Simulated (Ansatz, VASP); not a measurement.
## MoS2 in VASP and in Ansatz

POSCAR

```
MoS2
1.0
    3.2812045934      0.0000000000      0.0000000000
   -1.6406017883      2.8416058417      0.0000000000
    0.0000000000      0.0000000000      6.2386854962
Mo S
1 2
Direct
    0.0000000000      0.0000000000      0.5000000000
    0.3333333333      0.6666666667      0.2592336828
    0.6666666667      0.3333333333      0.7407663172
```

INCAR.step1

```
  PREC = Accurate
  ENCUT = 520
  ISMEAR = 0
  SIGMA = 0.1
  LREAL = F
  LASPH = T
  NELM = 100
  NBANDS = 20
  GGA = PE
  ALGO = Normal
  EDIFF = 1E-4
  LWAVE = T
  LCHARG = F
```

Contents of INCAR.step2:

```
  PREC = Accurate
  ENCUT = 520
  EDIFF = 1E-7
  ISMEAR = 0
  SIGMA = 0.1
  LREAL = F
  LASPH = T
  NELM = 100
  ALGO = Normal
  ISIF = 2
  LWAVE = F
  LCHARG = T
  METAGGA = R2SCAN
  LMIXTAU = T
  LELF = T
  LVHAR = T
  NBANDS = 20
  ISTART = 1
```

KPOINTS

```
Automatic mesh
0
Gamma
  4 4 2
```

Input for Ansatz:

```yaml
crystal:
  lattice:
    - [3.2812045933506293, 1.5731076112813509e-18, -1.6561650043384838e-19]
    - [-1.640601788349958, 2.84160584171111, 9.70314799123378e-16]
    - [-4.6168693842224805e-17, 2.1181968130584924e-15, 6.2386854962107305]
  atoms:
    - { symbol: Mo, position: [4.30498593461711e-31, -9.804737130332459e-32, 0.49999999999999956] }
    - { symbol: S, position: [0.3333333333333337, 0.6666666666666674, 0.25923368275281167] }
    - { symbol: S, position: [0.6666666666666669, 0.3333333333333337, 0.7407663172471877] }
kpoints:
  mp_grid:
    grid: [4, 4, 2]
hamiltonian:
  xc: r2scan
scf:
  max_iter: 80
  algorithm: direct_min
  occupations:
    method: gaussian
output:
  forces: true
  stress: true
```

Alike in both runs: task single point; functional r2SCAN; k mesh 4 × 4 × 2; no spin polarisation.

|  | VASP | Ansatz |
| --- | --- | --- |
| version | VASP 6.6.1 | Ansatz 0.2.0 |
| potentials or method | VASP PAW PBE potentials, release 64 (Mo_sv, S) | plane waves, PAW |
| plane-wave cutoff (eV) | 520 | 500 |
| occupations | gaussian, width 0.1 eV | gaussian |
| valence electrons in the cell | 26 | 26 |

Ansatz gave:

```
gap on the k mesh at the Fermi level (eV) : none
pressure (GPa)                            : 0.0
rms of the force components (eV/Å)        : 0.030
```

Task: Which values does VASP return?

Result: gap on the k mesh at the Fermi level (eV): none; pressure (GPa): 0.0; rms of the force components (eV/Å): 0.032.

VASP's potentials were made for PBE, not for r2SCAN. Atom by atom the forces differ by 0.002 eV/Å (rms over components). A gap of «none» marks a metal or a gap that the smearing closes.

The k mesh is coarse, so the values compare programs but aren't converged.
